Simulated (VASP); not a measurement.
A run of VASP 6.6.1 is set up as follows.

INCAR

```
PREC = Accurate
ENCUT = 600
EDIFF = 1E-6
ISMEAR = 0
SIGMA = 0.1
LREAL = F
LASPH = T
NELM = 100
ALGO = Normal
ISIF = 3
LWAVE = F
LCHARG = F
GGA = PE
IBRION = 2
NSW = 100
EDIFFG = -0.01
```

File KPOINTS:

```
Automatic mesh
0
Gamma
  10 10 10
```

Contents of POSCAR:

```
Nb2H
1.0
    4.3481597294      0.0000000000      0.0000000000
    0.0000000000      4.3481597294      0.0000000000
    0.0000000000      0.0000000000      4.3481597294
Nb H
4 2
Direct
    0.2500000000      0.2500000000      0.7500000000
    0.7500000000      0.2500000000      0.2500000000
    0.2500000000      0.7500000000      0.2500000000
    0.7500000000      0.7500000000      0.7500000000
    0.5000000000      0.5000000000      0.5000000000
    0.0000000000      0.0000000000      0.0000000000
```

Potentials or basis: VASP PAW PBE potentials, release 64 (Nb_sv, H).

Command:

```bash
$ cat potpaw_PBE.64/Nb_sv/POTCAR potpaw_PBE.64/H/POTCAR > POTCAR
$ mpirun -np 1 vasp_std > vasp.out
```

**Question.** Predict the space group after relaxing (to 0.05 Å).

**Answer.** Pn-3m (No. 224).

**Question.** Predict the relaxed cell.

**Answer.** a = 4.341 Å, b = 4.341 Å, c = 4.341 Å, α = 90.00°, β = 90.00°, γ = 90.00°.

**Question.** Estimate the band gap on the k mesh.

**Answer.** Zero (band 27 reaches 10.60 eV, above the bottom of band 28 at 9.21 eV).

**Question.** Predict the relaxed volume.

**Answer.** 13.63 Å³/atom.

Step by step:
```
step  energy change (eV)  largest force (eV/Å)  pressure (GPa)  volume (Å³)
   1              0.0000                0.0000           -0.85        82.21
   2              0.0002                0.0000            0.91        81.35
   3             -0.0011                0.0000            0.01        81.79
```
